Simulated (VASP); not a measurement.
# Ir (Pm-3n) in VASP: a series of runs

Ir is run at these levels: PBEsol; tasks: single point, relaxation of cell and atoms.

Program: VASP 6.6.1. These are calculated values, not measurements. Logs are shortened: lines on timing, memory, paths and dates and some standing lists are left out, and cuts for length are marked.

## (1) The cell of the first run

Symmetry: Pm-3n, No. 223, cubic system. The conventional cell has a = 4.877 Å, b = 4.877 Å, c = 4.877 Å, α = 90.00°, β = 90.00°, γ = 90.00°. Ir (site symmetry m-3) has 12 Ir at 2.73 Å within 3.6 Å. Ir (site symmetry -4m2) has 14 Ir at 2.44 to 2.99 Å within 3.2 Å.

## (2) Single point, PBEsol

INCAR reads:

```
PREC = Accurate
ENCUT = 520
EDIFF = 1E-7
ISMEAR = 0
SIGMA = 0.1
LREAL = False
LASPH = True
NELM = 100
ALGO = Normal
ISIF = 2
LWAVE = False
LCHARG = True
GGA = PS
LELF = True
LVHAR = True
NBANDS = 46
```

KPOINTS reads:

```
regular mesh
0
Gamma
  4 4 4
```

POSCAR reads:

```
Ir
1.0
    4.8773957365      0.0000000000      0.0000000000
    0.0000000000      4.8773957365      0.0000000000
    0.0000000000      0.0000000000      4.8773957365
Ir
8
Direct
    0.5000000000      0.5000000000      0.5000000000
    0.0000000000      0.0000000000      0.0000000000
    0.2500000000      0.0000000000      0.5000000000
    0.5000000000      0.2500000000      0.0000000000
    0.5000000000      0.7500000000      0.0000000000
    0.7500000000      0.0000000000      0.5000000000
    0.0000000000      0.5000000000      0.7500000000
    0.0000000000      0.5000000000      0.2500000000
```

Potentials or basis: VASP PAW PBE potentials, release 64 (Ir).

Command:

```sh
> cat potpaw_PBE.64/Ir/POTCAR > POTCAR
> mpirun -np 1 vasp_std > vasp.out
```

OUTCAR:

```text
PREC = Accurate
   ENCUT = 520
   EDIFF = 1E-7
   ISMEAR = 0
   LREAL = False
   LASPH = True
   NELM = 100
   ISIF = 2
   GGA = PS

 ion  position               nearest neighbor table
   1  0.500  0.500  0.500-   3 2.73   4 2.73   5 2.73   6 2.73   7 2.73   8 2.73   4 2.73   5 2.73
                             3 2.73   6 2.73   7 2.73   8 2.73
   2  0.000  0.000  0.000-   3 2.73   4 2.73   5 2.73   6 2.73   7 2.73   8 2.73   3 2.73   6 2.73
                             7 2.73   8 2.73   4 2.73   5 2.73
   3  0.250  0.000  0.500-   6 2.44   6 2.44   1 2.73   2 2.73   1 2.73   2 2.73   4 2.99   5 2.99
                             4 2.99   5 2.99   8 2.99   7 2.99   8 2.99   7 2.99
   4  0.500  0.250  0.000-   5 2.44   5 2.44   1 2.73   1 2.73   2 2.73   2 2.73   3 2.99   6 2.99
                             6 2.99   3 2.99   8 2.99   7 2.99   7 2.99   8 2.99
   5  0.500  0.750  0.000-   4 2.44   4 2.44   1 2.73   1 2.73   2 2.73   2 2.73   3 2.99   6 2.99
                             6 2.99   3 2.99   8 2.99   7 2.99   7 2.99   8 2.99
   6  0.750  0.000  0.500-   3 2.44   3 2.44   1 2.73   2 2.73   1 2.73   2 2.73   4 2.99   5 2.99
                             5 2.99   4 2.99   8 2.99   7 2.99   8 2.99   7 2.99
   7  0.000  0.500  0.750-   8 2.44   8 2.44   1 2.73   2 2.73   2 2.73   1 2.73   3 2.99   4 2.99
                             5 2.99   3 2.99   6 2.99   6 2.99   4 2.99   5 2.99
   8  0.000  0.500  0.250-   7 2.44   7 2.44   1 2.73   2 2.73   2 2.73   1 2.73   3 2.99   4 2.99
                             5 2.99   3 2.99   6 2.99   6 2.99   4 2.99   5 2.99

  LATTYP: Found a simple cubic cell.
 ALAT       =     4.8773957365

  Lattice vectors:

 A1 = (   4.8773957365,   0.0000000000,   0.0000000000)
 A2 = (   0.0000000000,   4.8773957365,   0.0000000000)
 A3 = (   0.0000000000,   0.0000000000,   4.8773957365)

Analysis of symmetry for initial positions (statically):
=====================================================================
 Subroutine PRICEL returns:
 Original cell was already a primitive cell.

 Routine SETGRP: Setting up the symmetry group for a
 simple cubic supercell.

 Subroutine GETGRP returns: Found 48 space group operations
 (whereof 24 operations were pure point group operations)
 out of a pool of 48 trial point group operations.

The static configuration has the point symmetry T_h .
 The point group associated with its full space group is O_h .

Analysis of symmetry for dynamics (positions and initial velocities):
=====================================================================
 Subroutine PRICEL returns:
 Original cell was already a primitive cell.

 Routine SETGRP: Setting up the symmetry group for a
 simple cubic supercell.

 Subroutine GETGRP returns: Found 48 space group operations
 (whereof 24 operations were pure point group operations)
 out of a pool of 48 trial point group operations.

The dynamic configuration has the point symmetry T_h .
 The point group associated with its full space group is O_h .

 Subroutine INISYM returns: Found 48 space group operations
 (whereof 24 operations are pure point group operations),
 and found     1 'primitive' translations

----------------------------------------------------------------------------------------

                                     Primitive cell

  volume of cell :     116.0283

  direct lattice vectors                    reciprocal lattice vectors
     4.877395736  0.000000000  0.000000000     0.205027448  0.000000000  0.000000000
     0.000000000  4.877395736  0.000000000     0.000000000  0.205027448  0.000000000
     0.000000000  0.000000000  4.877395736     0.000000000  0.000000000  0.205027448

  length of vectors
     4.877395736  4.877395736  4.877395736     0.205027448  0.205027448  0.205027448

  position of ions in fractional coordinates (direct lattice)
     0.500000000  0.500000000  0.500000000
     0.000000000  0.000000000  0.000000000
     0.250000000  0.000000000  0.500000000
     0.500000000  0.250000000  0.000000000
     0.500000000  0.750000000  0.000000000
     0.750000000  0.000000000  0.500000000
     0.000000000  0.500000000  0.750000000
     0.000000000  0.500000000  0.250000000

  ion indices of the primitive-cell ions
   primitive index   ion index
                 1           1
                 2           2
                 3           3
                 4           4
                 5           5
                 6           6
                 7           7
                 8           8

----------------------------------------------------------------------------------------

 KPOINTS: regular mesh

Automatic generation of k-mesh.
 Grid dimensions read from file:
 generate k-points for:    4    4    4

 Generating k-lattice:

  Cartesian coordinates                     Fractional coordinates (reciprocal lattice)
     0.051256862  0.000000000  0.000000000     0.250000000  0.000000000  0.000000000
     0.000000000  0.051256862  0.000000000     0.000000000  0.250000000  0.000000000
     0.000000000  0.000000000  0.051256862     0.000000000  0.000000000  0.250000000

  Length of vectors
     0.051256862  0.051256862  0.051256862

  Shift w.r.t. Gamma in fractional coordinates (k-lattice)
     0.000000000  0.000000000  0.000000000

 Subroutine IBZKPT returns following result:
 ===========================================

 Found     10 irreducible k-points:

 Following reciprocal coordinates:
            Coordinates               Weight
  0.000000  0.000000  0.000000      1.000000
  0.250000  0.000000  0.000000      6.000000
  0.500000  0.000000  0.000000      3.000000
  0.250000  0.250000  0.000000     12.000000
  0.500000  0.250000  0.000000     12.000000
  0.500000  0.500000  0.000000      3.000000
  0.250000  0.250000  0.250000      8.000000
  0.500000  0.250000  0.250000     12.000000
  0.500000  0.500000  0.250000      6.000000
  0.500000  0.500000  0.500000      1.000000
   k-points           NKPTS =     10   k-points in BZ     NKDIM =     10   number of bands    NBANDS=     46
   number of dos      NEDOS =    301   number of ions     NIONS =      8
   total plane-waves  NPLWV =  46656
   dimension x,y,z NGX =    36 NGY =   36 NGZ =   36
   dimension x,y,z NGXF=    72 NGYF=   72 NGZF=   72
   ions per type =               8
   NGX,Y,Z   is equivalent  to a cutoff of  12.27, 12.27, 12.27 a.u.
   NGXF,Y,Z  is equivalent  to a cutoff of  24.54, 24.54, 24.54 a.u.
 SYSTEM =  unknown system
   PREC   = accura    normal or accurate (medium, high low for compatibility)
   ISTART =      0    job   : 0-new  1-cont  2-samecut
   ICHARG =      2    charge: 1-file 2-atom 10-const
   ISPIN  =      1    spin polarized calculation?
   LNONCOLLINEAR =      F non collinear calculations
   LSORBIT =      F    spin-orbit coupling
   LASPH  =      T    aspherical Exc in radial PAW
   ENCUT  =  520.0 eV  38.22 Ry    6.18 a.u.   9.07  9.07  9.07*2*pi/ulx,y,z
   NELM   =    100;   NELMIN=  2; NELMDL= -5     # of ELM steps
   EDIFF  = 0.1E-06   stopping-criterion for ELM
   LREAL  =      F    real-space projection
   EDIFFG = 0.1E-05   stopping-criterion for IOM
   NSW    =      0    number of steps for IOM
   IBRION =     -1    ionic relax: 0-MD 1-quasi-New 2-CG
   NFREE  =      0    steps in history (QN), initial steepest desc. (CG)
   ISIF   =      2    stress and relaxation
   ISYM   =      2    0-nonsym 1-usesym 2-fastsym
   POTIM  = 0.5000    time-step for ionic-motion
   TEBEG  =    0.0;   TEEND  =   0.0 temperature during run
   PSTRESS=    0.0 pullay stress
   NELECT =      72.0000    total number of electrons
   NUPDOWN=      -1.0000    fix difference up-down
   EMIN   =  10.00;   EMAX   =-10.00  energy-range for DOS
   EFERMI =   0.00;   METHOD = LEGACY
   ISMEAR =     0;   SIGMA  =   0.10  broadening in eV -4-tet -1-fermi 0-gaus
   EFERMI_NEDOS =   21; number of points for ismear=-14 and -15
   IALGO  =     38    algorithm
   IMIX   =      4    mixing-type and parameters
     AMIX     =   0.40;   BMIX     =  1.00
     AMIX_MAG =   1.60;   BMIX_MAG =  1.00
  volume/ion in A,a.u.               =      14.50        97.87
  Fermi-wavevector in a.u.,A,eV,Ry     =   1.396361  2.638739 26.528962  1.949824
  Thomas-Fermi vector in A             =   2.519723
   LORBIT       =      0    0 simple, 1 ext, 2 COOP (PROOUT), +10 PAW based schemes
   GGA     = PS    functional components
   LHFCALC =     F    Hartree Fock is set to
   AEXX    =    0.0000 exact exchange contribution
   IVDW    =     0    specifies the selected vdW correction
   LEPSILON=     F    determine dielectric tensor
   LRPA    =     F    only Hartree local field effects (RPA)
 non-spin polarized calculation
 Gauss-broadening in eV      SIGMA  =   0.10
  energy-cutoff  :      520.00
  volume of cell :      116.03
 maximum number of plane-waves:      3136
   NGX = 19   NGY = 19   NGZ = 19

 number of electron      71.9999980 magnetization

 Free energy of the ion-electron system (eV)
  ---------------------------------------------------
  ext. energy  EPLUGINS =         0.00000000
  ---------------------------------------------------
  free energy    TOTEN  =       -73.90706795 eV

  energy without entropy =      -73.84147623  energy(sigma->0) =      -73.87427209

 E-fermi :   9.9256     XC(G=0): -13.9279

 val. band max:        9.8907158807   @ k =   0.2500   0.2500   0.2500
 cond. band min:       9.9269647994   @ k =   0.5000   0.5000   0.2500
 fundamental gap:      0.0362489188
 Fermi energy:         9.9255635158

 k-point     1 :       0.0000    0.0000    0.0000
  band No.  band energies     occupation
      1      -1.1191      2.00000
      2       1.7313      2.00000
      3       1.7313      2.00000
      4       3.0962      2.00000
      5       3.3451      2.00000
      6       3.3451      2.00000
[... 38 lines left out ...]
     45      14.1936      0.00000
     46      14.1937      0.00000
[... 400 lines left out ...]
      6       2.9682      2.00000
[... 38 lines left out ...]
     45      10.9818      0.00000
     46      10.9818      0.00000

------------------------ aborting loop because EDIFF is reached ----------------------------------------

  FORCE on cell =-STRESS in cart. coord.  units (eV):
  Direction    XX          YY          ZZ          XY          YZ          ZX
  --------------------------------------------------------------------------------------
  -------------------------------------------------------------------------------------
  Total        2.9644684      2.9644684      2.9644684     -0.0000000     -0.0000000      0.0000000
  in kB       40.9348714     40.9348714     40.9348714     -0.0000000     -0.0000000      0.0000000
  external PRESSURE =      40.9348714 kB  Pullay stress =       0.0000000 kB

 VOLUME and BASIS-vectors are now :
 -----------------------------------------------------------------------------
  energy-cutoff  :      520.00
  volume of cell :      116.03
      direct lattice vectors                 reciprocal lattice vectors
     4.877395736  0.000000000  0.000000000     0.205027448  0.000000000  0.000000000
     0.000000000  4.877395736  0.000000000     0.000000000  0.205027448  0.000000000
     0.000000000  0.000000000  4.877395736     0.000000000  0.000000000  0.205027448

 POSITION                                       TOTAL-FORCE (eV/Angst)
 -----------------------------------------------------------------------------------
      2.43870      2.43870      2.43870        -0.000000     -0.000000     -0.000000
      0.00000      0.00000      0.00000        -0.000000     -0.000000     -0.000000
      1.21935      0.00000      2.43870        -0.000000      0.000000      0.000000
      2.43870      1.21935      0.00000        -0.000000     -0.000000      0.000000
      2.43870      3.65805      0.00000         0.000000     -0.000000      0.000000
      3.65805      0.00000      2.43870         0.000000      0.000000     -0.000000
      0.00000      2.43870      3.65805        -0.000000     -0.000000     -0.000000
      0.00000      2.43870      1.21935         0.000000      0.000000     -0.000000
 -----------------------------------------------------------------------------------
    total drift:                                0.000000      0.000000     -0.000000

  FREE ENERGIE OF THE ION-ELECTRON SYSTEM (eV)
  ---------------------------------------------------
  free  energy   TOTEN  =       -73.9070679495 eV

  energy  without entropy=      -73.8414762263  energy(sigma->0) =      -73.87427209
```

Wall time 26 s (1 thread of Intel Xeon 6975P-C (Granite Rapids), shared host); peak memory 0.21 GiB.

Results:

```
Free energy            : -73.9071 eV
Pressure               : 4.1 GPa
Band gap on the k mesh : zero (band 36 reaches 10.27 eV, above the bottom of band 37 at 9.73 eV)
```

Levels at points of the mesh, in eV from the Fermi level:
| k point | band 33 | band 34 | band 35 | band 36 | band 37 | band 38 | band 39 | band 40 |
| --- | --- | --- | --- | --- | --- | --- | --- | --- |
| (0.00, 0.00, 0.00) | -1.30 | -0.36 | -0.36 | 0.33 | 0.33 | 0.33 | 0.94 | 0.94 |
| (0.50, 0.00, 0.00) | -0.46 | -0.46 | -0.23 | -0.23 | -0.19 | -0.19 | 0.90 | 0.90 |
| (0.50, 0.50, 0.00) | -1.02 | -0.72 | -0.12 | -0.12 | -0.09 | 0.08 | 0.29 | 0.29 |
| (0.50, 0.50, 0.50) | -0.27 | -0.27 | -0.27 | -0.27 | 0.07 | 0.07 | 0.07 | 0.07 |

Caveat: the PAW data sets were made with another functional, which shifts forces and pressure a little; spin-orbit coupling is left out, which moves the levels of the heavy elements.

## (3) Single point, PBEsol

This run uses another cell than the first one, of 14.62 Å³/atom, 1.008 times its volume.

INCAR reads:

```
  PREC = Accurate
  ENCUT = 520
  EDIFF = 1E-7
  ISMEAR = 0
  SIGMA = 0.1
  LREAL = False
  LASPH = True
  NELM = 60
  ALGO = Fast
  ISIF = 2
  LWAVE = False
  LCHARG = False
  GGA = PS
  NBANDS = 46
```

KPOINTS reads:

```
Automatic mesh
0
Gamma
  8 8 8
```

Changes to POSCAR since step 2:

```diff
@@ -2,5 +2,5 @@
 1.0
-    4.8773957365      0.0000000000      0.0000000000
-    0.0000000000      4.8773957365      0.0000000000
-    0.0000000000      0.0000000000      4.8773957365
+    4.8904739829      0.0000000000      0.0000000000
+    0.0000000000      4.8904739829      0.0000000000
+    0.0000000000      0.0000000000      4.8904739829
 Ir
```

Potentials or basis: VASP PAW PBE potentials, release 64 (Ir).

Command:

```sh
> cat potpaw_PBE.64/Ir/POTCAR > POTCAR
> mpirun -np 1 vasp_std > vasp.out
```

Wall time 85 s (1 thread of Intel Xeon 6975P-C (Granite Rapids), shared host); peak memory 0.28 GiB.

Results (log left out):

* Free energy: -74.1222 eV
* Pressure: 0.9 GPa
* Band gap on the k mesh: zero (band 36 reaches 10.17 eV, above the bottom of band 37 at 9.54 eV)

Levels at points of the mesh, in eV from the Fermi level:
```
           k point  band 32  band 33  band 34  band 35  band 36  band 37  band 38  band 39  band 40  band 41
(0.00, 0.00, 0.00)    -1.26    -1.26    -0.36    -0.36     0.34     0.34     0.34     0.94     0.94     0.94
(0.50, 0.00, 0.00)    -1.02    -0.44    -0.44    -0.21    -0.21    -0.18    -0.18     0.90     0.90     1.46
(0.50, 0.50, 0.00)    -0.98    -0.98    -0.71    -0.11    -0.11    -0.09     0.10     0.30     0.30     0.85
(0.50, 0.50, 0.50)    -0.26    -0.26    -0.26    -0.26    -0.26     0.09     0.09     0.09     0.09     1.06
```

Caveat: the PAW data sets were made with another functional, which shifts forces and pressure a little; spin-orbit coupling is left out, which moves the levels of the heavy elements.

(Continued in part 2 of 2.)
